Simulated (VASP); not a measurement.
# Ge (Fd-3m) in VASP: single point with PBE

Aim: the single point of Ge with PBE.

All numbers are computed with VASP 6.6.1; they aren't measurements. Logs are shortened: lines on timing, memory, paths and dates and some standing lists are left out, and cuts for length are marked.

## 1. The cell of the first run

Symmetry: Fd-3m, No. 227, cubic system. The conventional cell has a = 5.749 Å, b = 5.749 Å, c = 5.749 Å, α = 90.00°, β = 90.00°, γ = 90.00°. Ge (site symmetry -43m) has 4 Ge at 2.49 Å within 3.3 Å.

## 2. Single point, PBE

Input file INCAR:

```
PREC     = Accurate       # precision mode
ENCUT    = 520            # plane-wave cutoff, eV
EDIFF    = 1E-7           # SCF threshold, eV
ISMEAR   = -1             # smearing method
SIGMA    = 0.05           # smearing width, eV
LREAL    = False          # projectors in reciprocal space
LASPH    = True           # aspherical terms in the spheres
NELM     = 60             # most SCF steps
ALGO     = Normal         # electronic algorithm
ISIF     = 2              # what is computed and relaxed
LWAVE    = False          # write WAVECAR
LCHARG   = False          # write CHGCAR
GGA      = PE             # functional
NBANDS   = 21             # bands
```

Input file KPOINTS:

```
regular mesh
0
Gamma
  9 9 9
```

Input file POSCAR:

```
Ge
1.0
    0.0000000000      2.8744485395      2.8744485395
    2.8744485395      0.0000000000      2.8744485395
    2.8744485395      2.8744485395      0.0000000000
Ge
2
Direct
   -0.1250000000     -0.1250000000     -0.1250000000
    0.1250000000      0.1250000000      0.1250000000
```

Potentials or basis: VASP PAW PBE potentials, release 64 (Ge_d).

Started as:

```console
cat potpaw_PBE.64/Ge_d/POTCAR > POTCAR
mpirun -np 1 vasp_std > vasp.out
```

OUTCAR:

```text
PREC = Accurate
   ENCUT = 520
   EDIFF = 1E-7
   ISMEAR = -1
   LREAL = False
   LASPH = True
   NELM = 60
   ISIF = 2
   GGA = PE

 ion  position               nearest neighbor table
   1  0.875  0.875  0.875-   2 2.49   2 2.49   2 2.49   2 2.49
   2  0.125  0.125  0.125-   1 2.49   1 2.49   1 2.49   1 2.49

  LATTYP: Found a face centered cubic cell.
 ALAT       =     5.7488970790

  Lattice vectors:

 A1 = (   0.0000000000,   2.8744485395,   2.8744485395)
 A2 = (   2.8744485395,   0.0000000000,   2.8744485395)
 A3 = (   2.8744485395,   2.8744485395,   0.0000000000)

Analysis of symmetry for initial positions (statically):
=====================================================================
 Subroutine PRICEL returns:
 Original cell was already a primitive cell.

 Routine SETGRP: Setting up the symmetry group for a
 face centered cubic supercell.

 Subroutine GETGRP returns: Found 48 space group operations
 (whereof 12 operations were pure point group operations)
 out of a pool of 48 trial point group operations.

The static configuration has the point symmetry D_3d.
 The point group associated with its full space group is O_h .

Analysis of symmetry for dynamics (positions and initial velocities):
=====================================================================
 Subroutine PRICEL returns:
 Original cell was already a primitive cell.

 Routine SETGRP: Setting up the symmetry group for a
 face centered cubic supercell.

 Subroutine GETGRP returns: Found 48 space group operations
 (whereof 12 operations were pure point group operations)
 out of a pool of 48 trial point group operations.

The dynamic configuration has the point symmetry D_3d.
 The point group associated with its full space group is O_h .

 Subroutine INISYM returns: Found 48 space group operations
 (whereof 12 operations are pure point group operations),
 and found     1 'primitive' translations

----------------------------------------------------------------------------------------

                                     Primitive cell

  volume of cell :      47.5000

  direct lattice vectors                    reciprocal lattice vectors
     0.000000000  2.874448539  2.874448539    -0.173946409  0.173946409  0.173946409
     2.874448539  0.000000000  2.874448539     0.173946409 -0.173946409  0.173946409
     2.874448539  2.874448539  0.000000000     0.173946409  0.173946409 -0.173946409

  length of vectors
     4.065084109  4.065084109  4.065084109     0.301284017  0.301284017  0.301284017

  position of ions in fractional coordinates (direct lattice)
     0.875000000  0.875000000  0.875000000
     0.125000000  0.125000000  0.125000000

  ion indices of the primitive-cell ions
   primitive index   ion index
                 1           1
                 2           2

----------------------------------------------------------------------------------------

 KPOINTS: regular mesh

Automatic generation of k-mesh.
 Grid dimensions read from file:
 generate k-points for:    9    9    9

 Generating k-lattice:

  Cartesian coordinates                     Fractional coordinates (reciprocal lattice)
    -0.019327379  0.019327379  0.019327379     0.111111111  0.000000000  0.000000000
     0.019327379 -0.019327379  0.019327379     0.000000000  0.111111111  0.000000000
     0.019327379  0.019327379 -0.019327379     0.000000000  0.000000000  0.111111111

  Length of vectors
     0.033476002  0.033476002  0.033476002

  Shift w.r.t. Gamma in fractional coordinates (k-lattice)
     0.000000000  0.000000000  0.000000000

 Subroutine IBZKPT returns following result:
 ===========================================

 Found     35 irreducible k-points:

 Following reciprocal coordinates:
            Coordinates               Weight
  0.000000  0.000000  0.000000      1.000000
  0.111111  0.000000  0.000000      8.000000
  0.222222  0.000000  0.000000      8.000000
  0.333333  0.000000  0.000000      8.000000
  0.444444  0.000000  0.000000      8.000000
  0.111111  0.111111  0.000000      6.000000
[... 16 lines left out ...]
 -0.333333  0.333333  0.000000     12.000000
  0.444444  0.444444  0.000000      6.000000
 [... further k-points ...]
   k-points           NKPTS =     35   k-points in BZ     NKDIM =     35   number of bands    NBANDS=     21
   number of dos      NEDOS =    301   number of ions     NIONS =      2
   total plane-waves  NPLWV =  27000
   dimension x,y,z NGX =    30 NGY =   30 NGZ =   30
   dimension x,y,z NGXF=    60 NGYF=   60 NGZF=   60
   ions per type =               2
   NGX,Y,Z   is equivalent  to a cutoff of  12.27, 12.27, 12.27 a.u.
   NGXF,Y,Z  is equivalent  to a cutoff of  24.54, 24.54, 24.54 a.u.
 SYSTEM =  unknown system
   PREC   = accura    normal or accurate (medium, high low for compatibility)
   ISTART =      0    job   : 0-new  1-cont  2-samecut
   ICHARG =      2    charge: 1-file 2-atom 10-const
   ISPIN  =      1    spin polarized calculation?
   LNONCOLLINEAR =      F non collinear calculations
   LSORBIT =      F    spin-orbit coupling
   LASPH  =      T    aspherical Exc in radial PAW
   ENCUT  =  520.0 eV  38.22 Ry    6.18 a.u.   7.56  7.56  7.56*2*pi/ulx,y,z
   NELM   =     60;   NELMIN=  2; NELMDL= -5     # of ELM steps
   EDIFF  = 0.1E-06   stopping-criterion for ELM
   LREAL  =      F    real-space projection
   EDIFFG = 0.1E-05   stopping-criterion for IOM
   NSW    =      0    number of steps for IOM
   IBRION =     -1    ionic relax: 0-MD 1-quasi-New 2-CG
   NFREE  =      0    steps in history (QN), initial steepest desc. (CG)
   ISIF   =      2    stress and relaxation
   ISYM   =      2    0-nonsym 1-usesym 2-fastsym
   POTIM  = 0.5000    time-step for ionic-motion
   TEBEG  =    0.0;   TEEND  =   0.0 temperature during run
   PSTRESS=    0.0 pullay stress
   NELECT =      28.0000    total number of electrons
   NUPDOWN=      -1.0000    fix difference up-down
   EMIN   =  10.00;   EMAX   =-10.00  energy-range for DOS
   EFERMI =   0.00;   METHOD = LEGACY
   ISMEAR =    -1;   SIGMA  =   0.05  broadening in eV -4-tet -1-fermi 0-gaus
   EFERMI_NEDOS =   21; number of points for ismear=-14 and -15
   IALGO  =     38    algorithm
   IMIX   =      4    mixing-type and parameters
     AMIX     =   0.40;   BMIX     =  1.00
     AMIX_MAG =   1.60;   BMIX_MAG =  1.00
  volume/ion in A,a.u.               =      23.75       160.27
  Fermi-wavevector in a.u.,A,eV,Ry     =   1.372660  2.593951 25.636035  1.884195
  Thomas-Fermi vector in A             =   2.498247
   LORBIT       =      0    0 simple, 1 ext, 2 COOP (PROOUT), +10 PAW based schemes
   GGA     = PE    functional components
   LHFCALC =     F    Hartree Fock is set to
   AEXX    =    0.0000 exact exchange contribution
   IVDW    =     0    specifies the selected vdW correction
   LEPSILON=     F    determine dielectric tensor
   LRPA    =     F    only Hartree local field effects (RPA)
 non-spin polarized calculation
  energy-cutoff  :      520.00
  volume of cell :       47.50
 maximum number of plane-waves:      1299
   NGX = 15   NGY = 15   NGZ = 15

 number of electron      28.0000006 magnetization

 Free energy of the ion-electron system (eV)
  ---------------------------------------------------
  ext. energy  EPLUGINS =         0.00000000
  ---------------------------------------------------
  free energy    TOTEN  =        -9.03120581 eV

  energy without entropy =       -9.03030465  energy(sigma->0) =       -9.03075523

 E-fermi :   4.5120     XC(G=0):  -9.6988

 val. band max:        4.2795198030   @ k =   0.1111   0.0000   0.0000
 cond. band min:       4.5375113158   @ k =   0.0000   0.0000   0.0000
 fundamental gap:      0.2579915128
 Fermi energy:         4.5120292983

 k-point     1 :       0.0000    0.0000    0.0000
  band No.  band energies     occupation
      1     -20.2151      2.00000
      2     -20.2151      2.00000
      3     -20.2151      2.00000
      4     -20.1825      2.00000
      5     -20.1825      2.00000
      6     -19.9964      2.00000
[... 13 lines left out ...]
     20      13.8925      0.00000
     21      13.8925      0.00000

 k-point     2 :       0.1111    0.0000    0.0000
  band No.  band energies     occupation
      1     -20.2210      2.00000
      2     -20.2210      2.00000
      3     -20.2133      2.00000
      4     -20.1743      2.00000
      5     -20.1743      2.00000
      6     -20.0062      2.00000
[... 13 lines left out ...]
     20      13.1414      0.00000
     21      13.1414      0.00000

 k-point     3 :       0.2222    0.0000    0.0000
  band No.  band energies     occupation
      1     -20.2294      2.00000
      2     -20.2294      2.00000
      3     -20.2086      2.00000
      4     -20.1606      2.00000
      5     -20.1606      2.00000
      6     -20.0179      2.00000
[... 13 lines left out ...]
     20      12.7359      0.00000
     21      12.7359      0.00000

 k-point     4 :       0.3333    0.0000    0.0000
  band No.  band energies     occupation
      1     -20.2346      2.00000
      2     -20.2346      2.00000
      3     -20.2032      2.00000
      4     -20.1505      2.00000
      5     -20.1505      2.00000
      6     -20.0255      2.00000
[... 13 lines left out ...]
     20      13.3940      0.00000
     21      13.3940      0.00000

 k-point     5 :       0.4444    0.0000    0.0000
  band No.  band energies     occupation
      1     -20.2366      2.00000
      2     -20.2366      2.00000
      3     -20.1996      2.00000
      4     -20.1460      2.00000
      5     -20.1460      2.00000
      6     -20.0283      2.00000
[... 13 lines left out ...]
     20      14.9203      0.00000
     21      14.9203      0.00000
[... 382 lines left out ...]
     20      15.8706      0.00000
     21      16.5627      0.00000

 k-point    22 :      -0.4444    0.3333    0.0000
  band No.  band energies     occupation
      1     -20.2579      2.00000
      2     -20.2453      2.00000
      3     -20.1713      2.00000
      4     -20.1175      2.00000
      5     -20.1022      2.00000
      6     -20.0783      2.00000
[... 13 lines left out ...]
     20      14.9297      0.00000
     21      16.9945      0.00000

 k-point    23 :      -0.3333    0.3333    0.0000
  band No.  band energies     occupation
      1     -20.2608      2.00000
      2     -20.2463      2.00000
      3     -20.1663      2.00000
      4     -20.1051      2.00000
      5     -20.1002      2.00000
      6     -20.0876      2.00000
[... 13 lines left out ...]
     20      13.3674      0.00000
     21      17.6859      0.00000

 k-point    24 :       0.4444    0.4444    0.0000
  band No.  band energies     occupation
      1     -20.2446      2.00000
      2     -20.2446      2.00000
      3     -20.1848      2.00000
      4     -20.1491      2.00000
      5     -20.0994      2.00000
      6     -20.0655      2.00000
[... 13 lines left out ...]
     20      16.4287      0.00000
     21      17.1774      0.00000

 [... further k-points ...]
[... 5 lines left out ...]
  --------------------------------------------------------------------------------------
  -------------------------------------------------------------------------------------
  Total        0.0884962      0.0884962      0.0884962     -0.0000000     -0.0000000      0.0000000
  in kB        2.9849805      2.9849805      2.9849805     -0.0000000     -0.0000000      0.0000000
  external PRESSURE =       2.9849805 kB  Pullay stress =       0.0000000 kB

 VOLUME and BASIS-vectors are now :
 -----------------------------------------------------------------------------
  energy-cutoff  :      520.00
  volume of cell :       47.50
      direct lattice vectors                 reciprocal lattice vectors
     0.000000000  2.874448539  2.874448539    -0.173946409  0.173946409  0.173946409
     2.874448539  0.000000000  2.874448539     0.173946409 -0.173946409  0.173946409
     2.874448539  2.874448539  0.000000000     0.173946409  0.173946409 -0.173946409

 POSITION                                       TOTAL-FORCE (eV/Angst)
 -----------------------------------------------------------------------------------
      5.03028      5.03028      5.03028        -0.000000     -0.000000     -0.000000
      0.71861      0.71861      0.71861         0.000000      0.000000      0.000000
 -----------------------------------------------------------------------------------
    total drift:                               -0.000000      0.000000      0.000000

  FREE ENERGIE OF THE ION-ELECTRON SYSTEM (eV)
  ---------------------------------------------------
  free  energy   TOTEN  =        -9.0312058068 eV

  energy  without entropy=       -9.0303046486  energy(sigma->0) =       -9.03075523
```

Wall time 19 s (1 thread of AMD EPYC 9R45 (Zen 5), shared host); peak memory 0.14 GiB.

What came out:

| Item | Value |
| --- | --- |
| Free energy | -9.0312 eV |
| Pressure | 0.3 GPa |
| Band gap on the k mesh | zero (filled and empty bands touch) |

Levels at points of the mesh, in eV from the Fermi level:
| k point | band 12 | band 13 | band 14 | band 15 | band 16 | band 17 |
| --- | --- | --- | --- | --- | --- | --- |
| (0.00, 0.00, 0.00) | -0.37 | 0.03 | 0.03 | 0.03 | 2.56 | 2.56 |
